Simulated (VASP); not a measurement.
# Sn (P6_3/mmc) in VASP: notebook

Runs on Sn. Level: PBE. Tasks: single point.

All numbers are computed with VASP 6.6.1; they aren't measurements. Logs are shortened: lines on timing, memory, paths and dates and some standing lists are left out, and cuts for length are marked.

### Step 1. The cell of the first run

It takes space group P6_3/mmc (No. 194, hexagonal). The conventional cell has a = 2.695 Å, b = 2.695 Å, c = 4.365 Å, α = 90.00°, β = 90.00°, γ = 120.00°. Sn (site symmetry -6m2) has 12 Sn at 2.68 to 2.70 Å within 3.5 Å.

This isn't the form of Sn at room conditions, which is tetragonal (white tin).

### Step 2. Single point, PBE

INCAR

```
SYSTEM = Sn
PREC = Accurate
ENCUT = 520
EDIFF = 1E-6
ISMEAR = -1
SIGMA = 0.08
LREAL = .False.
LASPH = .True.
NELM = 100
ALGO = Normal
ISIF = 2
LWAVE = .False.
LCHARG = .False.
GGA = PE
NBANDS = 21
```

KPOINTS

```
Automatic mesh
0
Gamma
  16 16 9
  0 0 0
```

POSCAR

```
Sn
1.0
    2.6952710353      0.0000000000      0.0000000000
   -1.3476355176      2.3341731867      0.0000000000
    0.0000000000      0.0000000000      4.3652952640
Sn
2
Direct
    0.3333333333      0.6666666667      0.2500000000
    0.6666666667      0.3333333333      0.7500000000
```

Potentials or basis: VASP PAW PBE potentials, release 64 (Sn_d).

Run with:

```sh
> cat potpaw_PBE.64/Sn_d/POTCAR > POTCAR
> mpirun -np 1 vasp_std > vasp.out
```

OUTCAR:

```text
SYSTEM = Sn
   PREC = Accurate
   ENCUT = 520
   EDIFF = 1E-6
   ISMEAR = -1
   LREAL = .False.
   LASPH = .True.
   NELM = 100
   ISIF = 2
   GGA = PE

 ion  position               nearest neighbor table
   1  0.333  0.667  0.250-   2 2.68   2 2.68   2 2.68   2 2.68   2 2.68   2 2.68
   2  0.667  0.333  0.750-   1 2.68   1 2.68   1 2.68   1 2.68   1 2.68   1 2.68

  LATTYP: Found a hexagonal cell.
 ALAT       =     2.6952710353
 C/A-ratio  =     1.6196127242

  Lattice vectors:

 A1 = (   2.6952710353,   0.0000000000,   0.0000000000)
 A2 = (  -1.3476355176,   2.3341731867,   0.0000000000)
 A3 = (   0.0000000000,   0.0000000000,   4.3652952640)

Analysis of symmetry for initial positions (statically):
=====================================================================
 Subroutine PRICEL returns:
 Original cell was already a primitive cell.

 Routine SETGRP: Setting up the symmetry group for a
 hexagonal supercell.

 Subroutine GETGRP returns: Found 24 space group operations
 (whereof 12 operations were pure point group operations)
 out of a pool of 24 trial point group operations.

The static configuration has the point symmetry D_3d.
 The point group associated with its full space group is D_6h.

Analysis of symmetry for dynamics (positions and initial velocities):
=====================================================================
 Subroutine PRICEL returns:
 Original cell was already a primitive cell.

 Routine SETGRP: Setting up the symmetry group for a
 hexagonal supercell.

 Subroutine GETGRP returns: Found 24 space group operations
 (whereof 12 operations were pure point group operations)
 out of a pool of 24 trial point group operations.

The dynamic configuration has the point symmetry D_3d.
 The point group associated with its full space group is D_6h.

 Subroutine INISYM returns: Found 24 space group operations
 (whereof 12 operations are pure point group operations),
 and found     1 'primitive' translations

----------------------------------------------------------------------------------------

                                     Primitive cell

  volume of cell :      27.4631

  direct lattice vectors                    reciprocal lattice vectors
     2.695271035  0.000000000  0.000000000     0.371020201  0.214208613  0.000000000
    -1.347635518  2.334173187  0.000000000     0.000000000  0.428417225  0.000000000
     0.000000000  0.000000000  4.365295264     0.000000000  0.000000000  0.229079579

  length of vectors
     2.695271035  2.695271035  4.365295264     0.428417225  0.428417225  0.229079579

  position of ions in fractional coordinates (direct lattice)
     0.333333333  0.666666667  0.250000000
     0.666666667  0.333333333  0.750000000

  ion indices of the primitive-cell ions
   primitive index   ion index
                 1           1
                 2           2

----------------------------------------------------------------------------------------

 KPOINTS: Automatic mesh

Automatic generation of k-mesh.
 Grid dimensions read from file:
 generate k-points for:   16   16    9

 Generating k-lattice:

  Cartesian coordinates                     Fractional coordinates (reciprocal lattice)
     0.023188763  0.013388038  0.000000000     0.062500000 -0.000000000  0.000000000
     0.000000000  0.026776077  0.000000000     0.000000000  0.062500000  0.000000000
     0.000000000  0.000000000  0.025453287     0.000000000  0.000000000  0.111111111

  Length of vectors
     0.026776077  0.026776077  0.025453287

  Shift w.r.t. Gamma in fractional coordinates (k-lattice)
     0.000000000  0.000000000  0.000000000

 Subroutine IBZKPT returns following result:
 ===========================================

 Found    150 irreducible k-points:

 Following reciprocal coordinates:
            Coordinates               Weight
  0.000000  0.000000  0.000000      1.000000
  0.062500  0.000000  0.000000      6.000000
  0.125000  0.000000  0.000000      6.000000
  0.187500  0.000000  0.000000      6.000000
  0.250000  0.000000  0.000000      6.000000
  0.312500 -0.000000  0.000000      6.000000
[... 16 lines left out ...]
  0.187500  0.187500  0.000000      6.000000
  0.250000  0.187500  0.000000     12.000000
 [... further k-points ...]
   k-points           NKPTS =    150   k-points in BZ     NKDIM =    150   number of bands    NBANDS=     21
   number of dos      NEDOS =    301   number of ions     NIONS =      2
   total plane-waves  NPLWV =  12800
   dimension x,y,z NGX =    20 NGY =   20 NGZ =   32
   dimension x,y,z NGXF=    40 NGYF=   40 NGZF=   64
   ions per type =               2
   NGX,Y,Z   is equivalent  to a cutoff of  12.34, 12.34, 12.19 a.u.
   NGXF,Y,Z  is equivalent  to a cutoff of  24.67, 24.67, 24.37 a.u.
 SYSTEM =  Sn
   PREC   = accura    normal or accurate (medium, high low for compatibility)
   ISTART =      0    job   : 0-new  1-cont  2-samecut
   ICHARG =      2    charge: 1-file 2-atom 10-const
   ISPIN  =      1    spin polarized calculation?
   LNONCOLLINEAR =      F non collinear calculations
   LSORBIT =      F    spin-orbit coupling
   LASPH  =      T    aspherical Exc in radial PAW
   ENCUT  =  520.0 eV  38.22 Ry    6.18 a.u.   5.01  5.01  8.12*2*pi/ulx,y,z
   NELM   =    100;   NELMIN=  2; NELMDL= -5     # of ELM steps
   EDIFF  = 0.1E-05   stopping-criterion for ELM
   LREAL  =      F    real-space projection
   EDIFFG = 0.1E-04   stopping-criterion for IOM
   NSW    =      0    number of steps for IOM
   IBRION =     -1    ionic relax: 0-MD 1-quasi-New 2-CG
   NFREE  =      0    steps in history (QN), initial steepest desc. (CG)
   ISIF   =      2    stress and relaxation
   ISYM   =      2    0-nonsym 1-usesym 2-fastsym
   POTIM  = 0.5000    time-step for ionic-motion
   TEBEG  =    0.0;   TEEND  =   0.0 temperature during run
   PSTRESS=    0.0 pullay stress
   NELECT =      28.0000    total number of electrons
   NUPDOWN=      -1.0000    fix difference up-down
   EMIN   =  10.00;   EMAX   =-10.00  energy-range for DOS
   EFERMI =   0.00;   METHOD = LEGACY
   ISMEAR =    -1;   SIGMA  =   0.08  broadening in eV -4-tet -1-fermi 0-gaus
   EFERMI_NEDOS =   21; number of points for ismear=-14 and -15
   IALGO  =     38    algorithm
   IMIX   =      4    mixing-type and parameters
     AMIX     =   0.40;   BMIX     =  1.00
     AMIX_MAG =   1.60;   BMIX_MAG =  1.00
  volume/ion in A,a.u.               =      13.73        92.66
  Fermi-wavevector in a.u.,A,eV,Ry     =   1.647699  3.113699 36.938606  2.714911
  Thomas-Fermi vector in A             =   2.737113
   LORBIT       =      0    0 simple, 1 ext, 2 COOP (PROOUT), +10 PAW based schemes
   GGA     = PE    functional components
   LHFCALC =     F    Hartree Fock is set to
   AEXX    =    0.0000 exact exchange contribution
   IVDW    =     0    specifies the selected vdW correction
   LEPSILON=     F    determine dielectric tensor
   LRPA    =     F    only Hartree local field effects (RPA)
 non-spin polarized calculation
  energy-cutoff  :      520.00
  volume of cell :       27.46
 maximum number of plane-waves:       760
 NGX is ok and might be reduce to    20
   NGX =  9   NGY =  9   NGZ = 17

 number of electron      28.0000008 magnetization

 Free energy of the ion-electron system (eV)
  ---------------------------------------------------
  ext. energy  EPLUGINS =         0.00000000
  ---------------------------------------------------
  free energy    TOTEN  =         0.41599206 eV

  energy without entropy =        0.43152277  energy(sigma->0) =        0.42375742

 E-fermi :  20.1615     XC(G=0): -14.0187

 val. band max:       20.1613095793   @ k =   0.2500   0.2500   0.2222
 cond. band min:      20.1703688360   @ k =   0.3750   0.1250   0.2222
 fundamental gap:      0.0090592567
 Fermi energy:        20.1615047938

 k-point     1 :       0.0000    0.0000    0.0000
  band No.  band energies     occupation
      1      -3.5999      2.00000
      2      -3.2072      2.00000
      3      -3.1398      2.00000
      4      -3.1398      2.00000
      5      -3.0309      2.00000
      6      -3.0309      2.00000
[... 13 lines left out ...]
     20      32.8298      0.00000
     21      36.3319      0.00000

 k-point     2 :       0.0625    0.0000    0.0000
  band No.  band energies     occupation
      1      -3.5775      2.00000
      2      -3.2358      2.00000
      3      -3.1049      2.00000
      4      -3.1043      2.00000
      5      -3.0329      2.00000
      6      -2.9984      2.00000
[... 13 lines left out ...]
     20      34.1477      0.00000
     21      34.8513      0.00000

 k-point     3 :       0.1250    0.0000    0.0000
  band No.  band energies     occupation
      1      -3.5376      2.00000
      2      -3.2716      2.00000
      3      -3.0669      2.00000
      4      -3.0047      2.00000
      5      -2.9992      2.00000
      6      -2.9496      2.00000
[... 13 lines left out ...]
     20      34.2131      0.00000
     21      35.2303      0.00000

 k-point     4 :       0.1875    0.0000    0.0000
  band No.  band energies     occupation
      1      -3.5605      2.00000
      2      -3.2501      2.00000
      3      -3.0803      2.00000
      4      -3.0590      2.00000
      5      -2.9847      2.00000
      6      -2.8786      2.00000
[... 13 lines left out ...]
     20      34.2276      0.00000
     21      34.7269      0.00000

 k-point     5 :       0.2500    0.0000    0.0000
  band No.  band energies     occupation
      1      -3.6495      2.00000
      2      -3.2409      2.00000
      3      -3.2023      2.00000
      4      -3.0526      2.00000
      5      -3.0367      2.00000
      6      -2.7260      2.00000
[... 13 lines left out ...]
     20      33.4315      0.00000
     21      35.1124      0.00000
[... 382 lines left out ...]
     20      31.5490      0.00000
     21      36.7630      0.00000

 k-point    22 :       0.4375    0.1250    0.0000
  band No.  band energies     occupation
      1      -3.7719      2.00000
      2      -3.6291      2.00000
      3      -3.2887      2.00000
      4      -3.1874      2.00000
      5      -2.8490      2.00000
      6      -2.7654      2.00000
[... 13 lines left out ...]
     20      31.4940      0.00000
     21      36.8406      0.00000

 k-point    23 :       0.1875    0.1875    0.0000
  band No.  band energies     occupation
      1      -3.4351      2.00000
      2      -3.4259      2.00000
      3      -3.3712      2.00000
      4      -3.1445      2.00000
      5      -2.8929      2.00000
      6      -2.7320      2.00000
[... 13 lines left out ...]
     20      33.9412      0.00000
     21      35.6536      0.00000

 k-point    24 :       0.2500    0.1875    0.0000
  band No.  band energies     occupation
      1      -3.5082      2.00000
      2      -3.4974      2.00000
      3      -3.3268      2.00000
      4      -3.1637      2.00000
      5      -2.8444      2.00000
      6      -2.7648      2.00000
[... 13 lines left out ...]
     20      34.2723      0.00000
     21      36.6900      0.00000

 [... further k-points ...]

------------------------ aborting loop because EDIFF is reached ----------------------------------------

  FORCE on cell =-STRESS in cart. coord.  units (eV):
  Direction    XX          YY          ZZ          XY          YZ          ZX
  --------------------------------------------------------------------------------------
  -------------------------------------------------------------------------------------
  Total       30.8832308     30.8832308     30.8669675      0.0000000      0.0000000     -0.0000000
  in kB     1801.7069961   1801.7069961   1800.7582080      0.0000000      0.0000000     -0.0000000
  external PRESSURE =    1801.3907334 kB  Pullay stress =       0.0000000 kB

 VOLUME and BASIS-vectors are now :
 -----------------------------------------------------------------------------
  energy-cutoff  :      520.00
  volume of cell :       27.46
      direct lattice vectors                 reciprocal lattice vectors
     2.695271035  0.000000000  0.000000000     0.371020201  0.214208613  0.000000000
    -1.347635518  2.334173187  0.000000000     0.000000000  0.428417225  0.000000000
     0.000000000  0.000000000  4.365295264     0.000000000  0.000000000  0.229079579

 POSITION                                       TOTAL-FORCE (eV/Angst)
 -----------------------------------------------------------------------------------
     -0.00000      1.55612      1.09132        -0.000000     -0.000000      0.000000
      1.34764      0.77806      3.27397         0.000000      0.000000      0.000000
 -----------------------------------------------------------------------------------
    total drift:                               -0.000000      0.000000      0.000000

  FREE ENERGIE OF THE ION-ELECTRON SYSTEM (eV)
  ---------------------------------------------------
  free  energy   TOTEN  =         0.4159920632 eV

  energy  without entropy=        0.4315227716  energy(sigma->0) =        0.42375742
```

Wall time 26 s (1 thread of Intel Xeon 6975P-C (Granite Rapids), shared host); peak memory 0.18 GiB.

Results:

```yaml
Free_energy: 0.4160 eV
Pressure: 180.1 GPa
Band_gap_on_the_k_mesh: zero (bands 14 and 15 overlap by 13.61 eV)
```

Caveat: the cell stands under pressure; spin-orbit coupling is left out, which moves the levels of the heavy elements.

(Part 1 of 2 ends here.)

The gap in the log of VASP goes by the Fermi energy; the results here count the filled bands.